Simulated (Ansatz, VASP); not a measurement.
# InSe in VASP and in Ansatz

```
CELL_PARAMETERS angstrom
1.94000 1.12006 8.31667
-1.94000 1.12006 8.31667
0.00000 -2.24012 8.31667
ATOMIC_POSITIONS crystal
In 0.00000 0.00000 0.00000
In 0.11220 0.11220 0.11220
Se 0.61550 0.61550 0.61550
Se 0.83000 0.83000 0.83000
```

Change from the starting cell: equal xx and yy strain of -3 %.

Alike in both runs: task single point; functional PBE; k mesh 7 × 7 × 7; occupations fermi-dirac, width 0.01 eV; no spin polarisation.

|  | VASP | Ansatz |
| --- | --- | --- |
| version | VASP 6.6.1 | Ansatz 0.2.0 |
| potentials or method | VASP PAW PBE potentials, release 64 (In_d, Se), cutoff 520 eV | all-electron LAPW, scalar-relativistic |

|  | VASP | Ansatz | Ansatz less VASP |
| --- | --- | --- | --- |
| gap on the k mesh at the Fermi level (eV) | 1.02 | 1.04 | +0.014 |
| pressure (GPa) | 7.1 | 7.0 | -0.05 |
| traceless stress, the component that is largest in VASP (GPa) | -2.19 | -2.19 | +0.005 |
| rms of the force components (eV/Å) | 0.436 | 0.426 | -0.0106 |

Atom by atom the forces differ by 0.011 eV/Å (rms over components). Ansatz ran all-electron here, and VASP with PAW potentials.
